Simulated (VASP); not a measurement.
Set up this calculation in VASP 6.6.1, as the native input.

| Property | Result |
| --- | --- |
| Task | relaxation of cell and atoms |
| Functional | PBE |
| Potentials or basis | VASP PAW PBE potentials, release 64 (Si) |
| Cutoff | 600 eV |
| k mesh | 6 × 6 × 4 |
| Occupations | fermi-dirac, width 0.1 eV |
| Spin | no spin polarisation |
| Target pressure | 2 GPa |
| Dipole correction | no |
| Further INCAR settings | ALGO = Normal; EDIFF = 1e-06; IBRION = 2; EDIFFG = -0.02; NSW = 80; ISIF = 3 |

The structure of Si lies in POSCAR:

```
Si
1.0
    3.8313174600      0.0000000000      0.0000000000
   -1.9156587300      3.3180182500      0.0000000000
    0.0000000000      0.0000000000      6.3326220000
Si
4
Direct
    0.3333333333      0.6666666667      0.0630095000
    0.6666666667      0.3333333333      0.5630095000
    0.3333333333      0.6666666667      0.4369905000
    0.6666666667      0.3333333333      0.9369905000
```

The input as run:

INCAR

```
PREC = Accurate
ENCUT = 600
EDIFF = 1E-6
ISMEAR = -1
SIGMA = 0.1
LREAL = F
LASPH = T
NELM = 60
ALGO = Normal
ISIF = 3
LWAVE = F
LCHARG = F
GGA = PE
IBRION = 2
NSW = 80
EDIFFG = -0.02
PSTRESS = 20.0
```

KPOINTS

```
regular mesh
0
Gamma
  6 6 4
```

Potentials or basis: VASP PAW PBE potentials, release 64 (Si).

The run is started by

```bash
$ cat potpaw_PBE.64/Si/POTCAR > POTCAR
$ mpirun -np 1 vasp_std > vasp.out
```

It gave:

```
Relaxed volume                                         : 20.00 Å³/atom
Relaxed cell                                           : a = 3.824 Å, b = 3.824 Å, c = 6.315 Å, α = 90.00°, β = 90.00°, γ = 120.00°
Space group after relaxing (to 0.05 Å)                 : P6_3/mmc (No. 194)
Energy change on relaxing (the enthalpy is what falls) : +1.4 meV/atom
Ionic steps                                            : 3
Pressure after relaxing                                : 2.0 GPa
Largest force after relaxing                           : 0.010 eV/Å
Band gap on the k mesh                                 : 0.40 eV, indirect (least direct gap 1.04 eV)
```

Caveat: the cell is relaxed towards a set pressure, so the enthalpy falls and the energy may rise.

Run time: 36 s on 1 thread of Intel Xeon 6975P-C, with other jobs on the host, peak memory 0.22 GiB.
